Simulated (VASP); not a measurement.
# Tl (P6_3/mmc) in VASP: further runs

The runs below take Tl through single point, with LDA.

Program: VASP 6.6.1. These are calculated values, not measurements. Logs are shortened: lines on timing, memory, paths and dates and some standing lists are left out, and cuts for length are marked.

## 1. The cell of the first run

Symmetry: P6_3/mmc, No. 194, hexagonal system. The conventional cell has a = 3.385 Å, b = 3.385 Å, c = 5.412 Å, α = 90.00°, β = 90.00°, γ = 120.00°. Tl (site symmetry -6m2) has 12 Tl at 3.34 to 3.39 Å within 4.4 Å.

## 2. Single point, LDA (26.86 Å³/atom)

INCAR reads:

```
PREC     = Accurate       # precision mode
ENCUT    = 520            # plane-wave cutoff, eV
EDIFF    = 1E-6           # SCF threshold, eV
ISMEAR   = -1             # smearing method
SIGMA    = 0.05           # smearing width, eV
LREAL    = F              # projectors in reciprocal space
LASPH    = T              # aspherical terms in the spheres
NELM     = 80             # most SCF steps
ALGO     = Normal         # electronic algorithm
ISIF     = 2              # what is computed and relaxed
LWAVE    = F              # write WAVECAR
LCHARG   = T              # write CHGCAR
GGA      = CA             # functional
LELF     = T              # ELF
LVHAR    = T            
NBANDS   = 20             # bands
```

KPOINTS reads:

```
regular mesh
0
Gamma
  9 9 5
```

POSCAR reads:

```
Tl
1.0
    3.3854495917      0.0000000000      0.0000000000
   -1.6927247959      2.9318853497      0.0000000000
    0.0000000000      0.0000000000      5.4122132507
Tl
2
Direct
    0.6666666667      0.3333333333      0.7500000000
    0.3333333333      0.6666666667      0.2500000000
```

Potentials or basis: VASP PAW LDA potentials, release 64 (Tl_d).

On the command line:

```
$ cat potpaw_LDA.64/Tl_d/POTCAR > POTCAR
$ mpirun -np 1 vasp_std > vasp.out
```

OUTCAR:

```text
PREC = Accurate
   ENCUT = 520
   EDIFF = 1E-6
   ISMEAR = -1
   LREAL = F
   LASPH = T
   NELM = 80
   ISIF = 2
   GGA = CA

 ion  position               nearest neighbor table
   1  0.667  0.333  0.750-   2 3.34   2 3.34   2 3.34   2 3.34   2 3.34   2 3.34
   2  0.333  0.667  0.250-   1 3.34   1 3.34   1 3.34   1 3.34   1 3.34   1 3.34

  LATTYP: Found a hexagonal cell.
 ALAT       =     3.3854495917
 C/A-ratio  =     1.5986689815

  Lattice vectors:

 A1 = (   3.3854495917,   0.0000000000,   0.0000000000)
 A2 = (  -1.6927247959,   2.9318853497,   0.0000000000)
 A3 = (   0.0000000000,   0.0000000000,   5.4122132507)

Analysis of symmetry for initial positions (statically):
=====================================================================
 Subroutine PRICEL returns:
 Original cell was already a primitive cell.

 Routine SETGRP: Setting up the symmetry group for a
 hexagonal supercell.

 Subroutine GETGRP returns: Found 24 space group operations
 (whereof 12 operations were pure point group operations)
 out of a pool of 24 trial point group operations.

The static configuration has the point symmetry D_3d.
 The point group associated with its full space group is D_6h.

Analysis of symmetry for dynamics (positions and initial velocities):
=====================================================================
 Subroutine PRICEL returns:
 Original cell was already a primitive cell.

 Routine SETGRP: Setting up the symmetry group for a
 hexagonal supercell.

 Subroutine GETGRP returns: Found 24 space group operations
 (whereof 12 operations were pure point group operations)
 out of a pool of 24 trial point group operations.

The dynamic configuration has the point symmetry D_3d.
 The point group associated with its full space group is D_6h.

 Subroutine INISYM returns: Found 24 space group operations
 (whereof 12 operations are pure point group operations),
 and found     1 'primitive' translations

----------------------------------------------------------------------------------------

                                     Primitive cell

  volume of cell :      53.7203

  direct lattice vectors                    reciprocal lattice vectors
     3.385449592  0.000000000  0.000000000     0.295381743  0.170538729  0.000000000
    -1.692724796  2.931885350  0.000000000     0.000000000  0.341077457  0.000000000
     0.000000000  0.000000000  5.412213251     0.000000000  0.000000000  0.184767295

  length of vectors
     3.385449592  3.385449592  5.412213251     0.341077457  0.341077457  0.184767295

  position of ions in fractional coordinates (direct lattice)
     0.666666667  0.333333333  0.750000000
     0.333333333  0.666666667  0.250000000

  ion indices of the primitive-cell ions
   primitive index   ion index
                 1           1
                 2           2

----------------------------------------------------------------------------------------

 KPOINTS: regular mesh

Automatic generation of k-mesh.
 Grid dimensions read from file:
 generate k-points for:    9    9    5

 Generating k-lattice:

  Cartesian coordinates                     Fractional coordinates (reciprocal lattice)
     0.032820194  0.018948748  0.000000000     0.111111111 -0.000000000  0.000000000
     0.000000000  0.037897495  0.000000000     0.000000000  0.111111111  0.000000000
     0.000000000  0.000000000  0.036953459     0.000000000  0.000000000  0.200000000

  Length of vectors
     0.037897495  0.037897495  0.036953459

  Shift w.r.t. Gamma in fractional coordinates (k-lattice)
     0.000000000  0.000000000  0.000000000

 Subroutine IBZKPT returns following result:
 ===========================================

 Found     36 irreducible k-points:

 Following reciprocal coordinates:
            Coordinates               Weight
  0.000000  0.000000  0.000000      1.000000
  0.111111  0.000000  0.000000      6.000000
  0.222222  0.000000  0.000000      6.000000
  0.333333  0.000000  0.000000      6.000000
  0.444444  0.000000  0.000000      6.000000
  0.111111  0.111111  0.000000      6.000000
[... 16 lines left out ...]
  0.333333  0.222222  0.200000     24.000000
  0.333333  0.333333  0.200000      4.000000
 [... further k-points ...]
   k-points           NKPTS =     36   k-points in BZ     NKDIM =     36   number of bands    NBANDS=     20
   number of dos      NEDOS =    301   number of ions     NIONS =      2
   total plane-waves  NPLWV =  31360
   dimension x,y,z NGX =    28 NGY =   28 NGZ =   40
   dimension x,y,z NGXF=    56 NGYF=   56 NGZF=   80
   ions per type =               2
   NGX,Y,Z   is equivalent  to a cutoff of  13.75, 13.75, 12.29 a.u.
   NGXF,Y,Z  is equivalent  to a cutoff of  27.50, 27.50, 24.57 a.u.
 SYSTEM =  unknown system
   PREC   = accura    normal or accurate (medium, high low for compatibility)
   ISTART =      0    job   : 0-new  1-cont  2-samecut
   ICHARG =      2    charge: 1-file 2-atom 10-const
[... 39 lines left out ...]
  volume of cell :       53.72
 maximum number of plane-waves:      1461
 NGX is ok and might be reduce to    28
   NGX = 13   NGY = 13   NGZ = 21

 number of electron      26.0000002 magnetization

 Free energy of the ion-electron system (eV)
  ---------------------------------------------------
  ext. energy  EPLUGINS =         0.00000000
  ---------------------------------------------------
  free energy    TOTEN  =        -5.84273633 eV

  energy without entropy =       -5.82761032  energy(sigma->0) =       -5.83517332

 E-fermi :   6.9603     XC(G=0): -10.8169

 val. band max:        6.9573085567   @ k =   0.3333   0.0000   0.4000
 cond. band min:       6.9605029448   @ k =   0.2222   0.2222   0.4000
 fundamental gap:      0.0031943881
 Fermi energy:         6.9603026212

 k-point     1 :       0.0000    0.0000    0.0000
  band No.  band energies     occupation
      1      -4.9398      2.00000
      2      -4.6394      2.00000
      3      -4.6170      2.00000
      4      -4.6170      2.00000
      5      -4.5522      2.00000
      6      -4.5522      2.00000
[... 12 lines left out ...]
     19      18.1968      0.00000
     20      18.3641      0.00000

 k-point     2 :       0.1111    0.0000    0.0000
  band No.  band energies     occupation
      1      -4.8925      2.00000
      2      -4.6892      2.00000
      3      -4.5684      2.00000
      4      -4.5556      2.00000
      5      -4.5437      2.00000
      6      -4.5140      2.00000
[... 12 lines left out ...]
     19      18.1803      0.00000
     20      19.0733      0.00000

 k-point     3 :       0.2222    0.0000    0.0000
  band No.  band energies     occupation
      1      -4.8945      2.00000
      2      -4.6877      2.00000
      3      -4.6245      2.00000
      4      -4.5759      2.00000
      5      -4.5693      2.00000
      6      -4.4207      2.00000
[... 12 lines left out ...]
     19      17.4423      0.00000
     20      18.5399      0.00000

 k-point     4 :       0.3333    0.0000    0.0000
  band No.  band energies     occupation
      1      -4.9864      2.00000
      2      -4.7703      2.00000
      3      -4.7433      2.00000
      4      -4.6347      2.00000
      5      -4.4795      2.00000
      6      -4.3650      2.00000
[... 12 lines left out ...]
     19      16.3214      0.00000
     20      17.5387      0.00000

 k-point     5 :       0.4444    0.0000    0.0000
  band No.  band energies     occupation
      1      -5.0515      2.00000
      2      -4.8697      2.00000
      3      -4.7965      2.00000
      4      -4.6743      2.00000
      5      -4.4151      2.00000
      6      -4.4130      2.00000
[... 12 lines left out ...]
     19      15.6385      0.00000
     20      17.0291      0.00000
[... 353 lines left out ...]
      6      -4.3162      2.00000
[... 12 lines left out ...]
     19      16.8977      0.00000
     20      17.2427      0.00000

 k-point    22 :       0.2222    0.2222    0.2000
  band No.  band energies     occupation
      1      -4.8485      2.00000
      2      -4.7711      2.00000
      3      -4.7023      2.00000
      4      -4.6925      2.00000
      5      -4.4778      2.00000
      6      -4.4079      2.00000
[... 12 lines left out ...]
     19      16.4088      0.00000
     20      19.7136      0.00000

 k-point    23 :       0.3333    0.2222    0.2000
  band No.  band energies     occupation
      1      -4.8877      2.00000
      2      -4.7981      2.00000
      3      -4.7196      2.00000
      4      -4.6167      2.00000
      5      -4.5287      2.00000
      6      -4.3507      2.00000
[... 12 lines left out ...]
     19      15.6499      0.00000
     20      20.2354      0.00000

 k-point    24 :       0.3333    0.3333    0.2000
  band No.  band energies     occupation
      1      -4.8729      2.00000
      2      -4.7415      2.00000
      3      -4.7415      2.00000
      4      -4.4811      2.00000
      5      -4.4798      2.00000
      6      -4.4798      2.00000
[... 12 lines left out ...]
     19      14.7838      0.00000
     20      22.3796      0.00000

 [... further k-points ...]

------------------------ aborting loop because EDIFF is reached ----------------------------------------

  FORCE on cell =-STRESS in cart. coord.  units (eV):
  Direction    XX          YY          ZZ          XY          YZ          ZX
  --------------------------------------------------------------------------------------
  -------------------------------------------------------------------------------------
  Total        0.1585131      0.1585131      0.7265409     -0.0000000      0.0000000      0.0000000
  in kB        4.7275664      4.7275664     21.6686793     -0.0000000      0.0000000      0.0000000
  external PRESSURE =      10.3746040 kB  Pullay stress =       0.0000000 kB

 VOLUME and BASIS-vectors are now :
 -----------------------------------------------------------------------------
  energy-cutoff  :      520.00
  volume of cell :       53.72
      direct lattice vectors                 reciprocal lattice vectors
     3.385449592  0.000000000  0.000000000     0.295381743  0.170538729  0.000000000
    -1.692724796  2.931885350  0.000000000     0.000000000  0.341077457  0.000000000
     0.000000000  0.000000000  5.412213251     0.000000000  0.000000000  0.184767295

 POSITION                                       TOTAL-FORCE (eV/Angst)
 -----------------------------------------------------------------------------------
      1.69272      0.97730      4.05916         0.000000     -0.000000      0.000000
     -0.00000      1.95459      1.35305        -0.000000      0.000000      0.000000
 -----------------------------------------------------------------------------------
    total drift:                               -0.000000      0.000000      0.000000

  FREE ENERGIE OF THE ION-ELECTRON SYSTEM (eV)
  ---------------------------------------------------
  free  energy   TOTEN  =        -5.8427363252 eV

  energy  without entropy=       -5.8276103200  energy(sigma->0) =       -5.83517332
```

Run time: 20 s. Hardware: 1 thread of Intel Xeon Platinum 8259CL at 2.50GHz (Skylake/Cascade Lake), shared host; peak memory 0.17 GiB.

Results:

| Quantity | Value |
| --- | --- |
| Free energy | -5.8427 eV |
| Pressure | 1.0 GPa |
| Band gap on the k mesh | zero (bands 13 and 14 overlap by 3.98 eV) |

Levels at points of the mesh, in eV from the Fermi level:
| k point | band 11 | band 12 | band 13 | band 14 | band 15 | band 16 |
| --- | --- | --- | --- | --- | --- | --- |
| (0.00, 0.00, 0.00) | -10.50 | -5.07 | -3.10 | 8.35 | 8.35 | 10.48 |

Caveat: spin-orbit coupling is left out, which moves the levels of the heavy elements.

## 3. Single point, LDA (27.43 Å³/atom)

This run uses another cell than the first one, of 27.43 Å³/atom.

INCAR reads:

```
  PREC = Accurate
  ENCUT = 520
  EDIFF = 1E-7
  ISMEAR = -1
  SIGMA = 0.05
  LREAL = F
  LASPH = T
  NELM = 80
  ALGO = Fast
  ISIF = 2
  LWAVE = F
  LCHARG = F
  NBANDS = 20
```

KPOINTS reads:

```
Automatic mesh
0
Gamma
  9 9 5
```

POSCAR reads:

```
Tl
1.0
    3.4092915716      0.0000000000      0.0000000000
   -1.7046457858      2.9525331099      0.0000000000
    0.0000000000      0.0000000000      5.4503286843
Tl
2
Direct
    0.6666666667      0.3333333333      0.7500000000
    0.3333333333      0.6666666667      0.2500000000
```

Potentials or basis: VASP PAW LDA potentials, release 64 (Tl_d).

On the command line:

```
$ cat potpaw_LDA.64/Tl_d/POTCAR > POTCAR
$ mpirun -np 1 vasp_std > vasp.out
```

Wall time 27 s (1 thread of Intel Xeon Platinum 8259CL at 2.50GHz (Skylake/Cascade Lake), shared host); peak memory 0.17 GiB.

It converged, with:

| Quantity | Value |
| --- | --- |
| Free energy | -5.8471 eV |
| Pressure | 0.1 GPa |
| Band gap on the k mesh | zero (bands 13 and 14 overlap by 3.88 eV) |

Stress tensor (GPa, compression positive):
```
-0.44  0.00  0.00
 0.00 -0.44  0.00
 0.00  0.00  1.07
```

Levels at points of the mesh, in eV from the Fermi level:
| k point | band 11 | band 12 | band 13 | band 14 | band 15 | band 16 |
| --- | --- | --- | --- | --- | --- | --- |
| (0.00, 0.00, 0.00) | -10.33 | -5.08 | -3.00 | 8.22 | 8.22 | 10.40 |

Caveat: spin-orbit coupling is left out, which moves the levels of the heavy elements.

## 4. Single point, LDA (28.00 Å³/atom)

This run uses another cell than the first one, of 28.00 Å³/atom.

INCAR reads:

```
PREC     = Accurate       # precision mode
ENCUT    = 520            # plane-wave cutoff, eV
EDIFF    = 1E-6           # SCF threshold, eV
ISMEAR   = -1             # smearing method
SIGMA    = 0.05           # smearing width, eV
LREAL    = F              # projectors in reciprocal space
LASPH    = T              # aspherical terms in the spheres
NELM     = 60             # most SCF steps
ALGO     = Normal         # electronic algorithm
ISIF     = 2              # what is computed and relaxed
LWAVE    = F              # write WAVECAR
LCHARG   = T              # write CHGCAR
LELF     = T              # ELF
LVHAR    = T            
NBANDS   = 20             # bands
```

KPOINTS reads:

```
regular mesh
0
Gamma
  9 9 5
```

POSCAR reads:

```
Tl
1.0
    3.4328046702      0.0000000000      0.0000000000
   -1.7164023351      2.9728960507      0.0000000000
    0.0000000000      0.0000000000      5.4879183458
Tl
2
Direct
    0.6666666667      0.3333333333      0.7500000000
    0.3333333333      0.6666666667      0.2500000000
```

On the command line:

```
$ cat potpaw_LDA.64/Tl_d/POTCAR > POTCAR
$ mpirun -np 1 vasp_std > vasp.out
```

Wall time 22 s (1 thread of Intel Xeon Platinum 8259CL at 2.50GHz (Skylake/Cascade Lake), shared host); peak memory 0.16 GiB.

Results (log left out):

| Item | Value |
| --- | --- |
| Free energy | -5.8452 eV |
| Pressure | -0.8 GPa |
| Band gap on the k mesh | zero (bands 13 and 14 overlap by 3.77 eV) |

Stress tensor (GPa, compression positive):
```
-1.20  0.00  0.00
 0.00 -1.20  0.00
 0.00  0.00  0.14
```

Levels at points of the mesh, in eV from the Fermi level:
| k point | band 10 | band 11 | band 12 | band 13 | band 14 | band 15 | band 16 | band 17 |
| --- | --- | --- | --- | --- | --- | --- | --- | --- |
| (0.00, 0.00, 0.00) | -11.01 | -10.18 | -5.08 | -2.91 | 8.08 | 8.08 | 10.22 | 10.22 |

Caveat: spin-orbit coupling is left out, which moves the levels of the heavy elements.

## 5. Single point, LDA (29.15 Å³/atom)

This run uses another cell than the first one, of 29.15 Å³/atom.

INCAR reads:

```
SYSTEM = Tl
PREC     = Accurate       ! precision mode
ENCUT    = 520            ! plane-wave cutoff, eV
EDIFF    = 1E-7           ! SCF threshold, eV
ISMEAR   = -1             ! smearing method
SIGMA    = 0.05           ! smearing width, eV
LREAL    = .FALSE.        ! projectors in reciprocal space
LASPH    = .TRUE.         ! aspherical terms in the spheres
NELM     = 100            ! most SCF steps
ALGO     = Normal         ! electronic algorithm
ISIF     = 2              ! what is computed and relaxed
LWAVE    = .FALSE.        ! write WAVECAR
LCHARG   = .FALSE.        ! write CHGCAR
NBANDS   = 20             ! bands
```

KPOINTS reads:

```
Automatic mesh
0
G
  9 9 5
  0 0 0
```

POSCAR reads:

```
Tl
1.0
    3.4788880842      0.0000000000      0.0000000000
   -1.7394440421      3.0128054579      0.0000000000
    0.0000000000      0.0000000000      5.5615904703
Tl
2
Direct
    0.6666666667      0.3333333333      0.7500000000
    0.3333333333      0.6666666667      0.2500000000
```

On the command line:

```
$ cat potpaw_LDA.64/Tl_d/POTCAR > POTCAR
$ mpirun -np 1 vasp_std > vasp.out
```

Run time: 23 s. Hardware: 1 thread of Intel Xeon Platinum 8259CL at 2.50GHz (Skylake/Cascade Lake), shared host; peak memory 0.16 GiB.

It converged, with:

- Free energy: -5.8251 eV
- Pressure: -2.2 GPa
- Band gap on the k mesh: zero (bands 13 and 14 overlap by 3.57 eV)

Stress tensor (GPa, compression positive):
```
-2.50  0.00  0.00
 0.00 -2.50  0.00
 0.00  0.00 -1.47
```

Levels at points of the mesh, in eV from the Fermi level:
| k point | band 10 | band 11 | band 12 | band 13 | band 14 | band 15 | band 16 | band 17 |
| --- | --- | --- | --- | --- | --- | --- | --- | --- |
| (0.00, 0.00, 0.00) | -11.00 | -9.89 | -5.09 | -2.73 | 7.83 | 7.83 | 9.88 | 9.88 |

Caveat: spin-orbit coupling is left out, which moves the levels of the heavy elements.

## 6. Single point, LDA (29.72 Å³/atom)

This run uses another cell than the first one, of 29.72 Å³/atom.

INCAR reads:

```
PREC = Accurate ; ENCUT = 520
EDIFF = 1E-6 ; ISMEAR = -1
SIGMA = 0.05 ; LREAL = F
LASPH = T ; NELM = 80
ALGO = Normal ; ISIF = 2
LWAVE = F ; LCHARG = F
NBANDS = 20
```

KPOINTS reads:

```
regular mesh
0
Gamma
  9 9 5
```

POSCAR reads:

```
Tl
1.0
    3.5014788996      0.0000000000      0.0000000000
   -1.7507394498      3.0323696779      0.0000000000
    0.0000000000      0.0000000000      5.5977057061
Tl
2
Direct
    0.6666666667      0.3333333333      0.7500000000
    0.3333333333      0.6666666667      0.2500000000
```

Potentials or basis: VASP PAW LDA potentials, release 64 (Tl_d).

On the command line:

```
$ cat potpaw_LDA.64/Tl_d/POTCAR > POTCAR
$ mpirun -np 1 vasp_std > vasp.out
```

Wall time 21 s (1 thread of Intel Xeon Platinum 8259CL at 2.50GHz (Skylake/Cascade Lake), shared host); peak memory 0.17 GiB.

Results (log left out):

```
Free energy            : -5.8083 eV
Pressure               : -2.7 GPa
Band gap on the k mesh : zero (bands 13 and 14 overlap by 3.48 eV)
```

Stress tensor (GPa, compression positive):
```
-3.00  0.00  0.00
 0.00 -3.00  0.00
 0.00  0.00 -2.11
```

Levels at points of the mesh, in eV from the Fermi level:
| k point | band 9 | band 10 | band 11 | band 12 | band 13 | band 14 | band 15 | band 16 | band 17 | band 18 |
| --- | --- | --- | --- | --- | --- | --- | --- | --- | --- | --- |
| (0.00, 0.00, 0.00) | -10.99 | -10.99 | -9.76 | -5.10 | -2.65 | 7.70 | 7.70 | 9.72 | 9.72 | 10.29 |

Caveat: spin-orbit coupling is left out, which moves the levels of the heavy elements.

## 7. The runs side by side

```tsv
cell	gap on the mesh (eV)	pressure (GPa)
a = 3.385, b = 3.385, c = 5.412 Å, angles 90.0, 90.0, 120.0°, 2 atoms	none	1.0
a = 3.409, b = 3.409, c = 5.450 Å, angles 90.0, 90.0, 120.0°, 2 atoms	none	0.1
a = 3.433, b = 3.433, c = 5.488 Å, angles 90.0, 90.0, 120.0°, 2 atoms	none	-0.8
a = 3.479, b = 3.479, c = 5.562 Å, angles 90.0, 90.0, 120.0°, 2 atoms	none	-2.2
a = 3.501, b = 3.501, c = 5.598 Å, angles 90.0, 90.0, 120.0°, 2 atoms	none	-2.7
```

Alike in all rows: task single point; level LDA; potentials or basis VASP PAW LDA potentials, release 64 (Tl_d); no spin polarisation; k mesh 9 × 9 × 5; cutoff (eV) 520; smearing fermi-dirac 0.05 eV.

Caveats: spin-orbit coupling is left out, which moves the levels of the heavy elements.

Total energies depend on the potentials used, so only differences within one code and one set of settings carry meaning.
